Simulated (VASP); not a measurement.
Pt, 1 atom in the cell. It takes space group I4/mmm (No. 139, tetragonal). The conventional cell has a = 2.985 Å, b = 2.985 Å, c = 2.914 Å, α = 90.00°, β = 90.00°, γ = 90.00°. Pt (site symmetry 4/mmm) has 14 Pt at 2.57 to 2.99 Å within 3.4 Å.  This cell differs from its parent crystal: volume 12.987 Å^3 an atom, c/a of the conventional cell 0.6903.

- Program: VASP 6.6.1
- Task: single point
- Functional: LDA
- Potentials or basis: VASP PAW LDA potentials, release 64 (Pt)
- Cutoff: 520 eV
- k mesh: 22 × 22 × 22
- Occupations: gaussian, width 0.15 eV
- Spin: no spin polarisation
- Dipole correction: no
- Further INCAR settings: ALGO = Fast; EDIFF = 1e-06; NBANDS = 11

Potentials or basis: VASP PAW LDA potentials, release 64 (Pt).

The run is started by

```console
$ cat potpaw_LDA.64/Pt/POTCAR > POTCAR
$ mpirun -np 1 vasp_std > vasp.out
```

Hardware: 1 thread of AMD EPYC 9R45 96-Core Processor (Zen 5), with other jobs on the host.

Q: How long does it take, and how much memory?

A: Run time: 65 s on 1 thread of AMD EPYC 9R45 96-Core Processor (Zen 5) (shared host), peak memory 0.2 GiB. Counts: scf iterations 13, k points 834.
